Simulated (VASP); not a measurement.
Write the native input for VASP 6.6.1 that does the following.

| Item | Value |
| --- | --- |
| Task | single point |
| Functional | RPBE |
| Potentials or basis | VASP PAW PBE potentials, release 64 (Ge_d) |
| Cutoff | 520 eV |
| k mesh | 8 × 8 × 8 |
| Occupations | fermi-dirac, width 0.05 eV |
| Spin | no spin polarisation |
| Dipole correction | no |
| Further INCAR settings | ALGO = Normal; EDIFF = 1e-06; NBANDS = 21 |

The structure of Ge lies in POSCAR:

```
Ge
1.0
    0.0000000000      2.8099234548      2.8099234548
    2.8099234548      0.0000000000      2.8099234548
    2.8099234548      2.8099234548      0.0000000000
Ge
2
Direct
    0.7500000000      0.7500000000      0.7500000000
    0.5000000000      0.5000000000      0.5000000000
```

One way to write it, as run:

INCAR

```
SYSTEM = Ge
PREC = Accurate
ENCUT = 520
EDIFF = 1E-6
ISMEAR = -1
SIGMA = 0.05
LREAL = .FALSE.
LASPH = .TRUE.
NELM = 80
ALGO = Normal
ISIF = 2
LWAVE = .FALSE.
LCHARG = .TRUE.
GGA = RP
LELF = .TRUE.
LVHAR = .TRUE.
NBANDS = 21
```

KPOINTS

```
Automatic mesh
0
G
  8 8 8
  0 0 0
```

Potentials or basis: VASP PAW PBE potentials, release 64 (Ge_d).

Run with:

```sh
$ cat potpaw_PBE.64/Ge_d/POTCAR > POTCAR
$ mpirun -np 1 vasp_std > vasp.out
```

Results of the run:

* Pressure: 6.9 GPa
* Band gap on the k mesh: 0.33 eV (least direct gap 0.34 eV)

Caveat: the cell stands under pressure; the PAW data sets were made with another functional, which shifts forces and pressure a little.

Wall time 16 s on 1 thread of AMD EPYC 9R45 96-Core Processor (Zen 5), with other jobs on the host, peak memory 0.14 GiB.
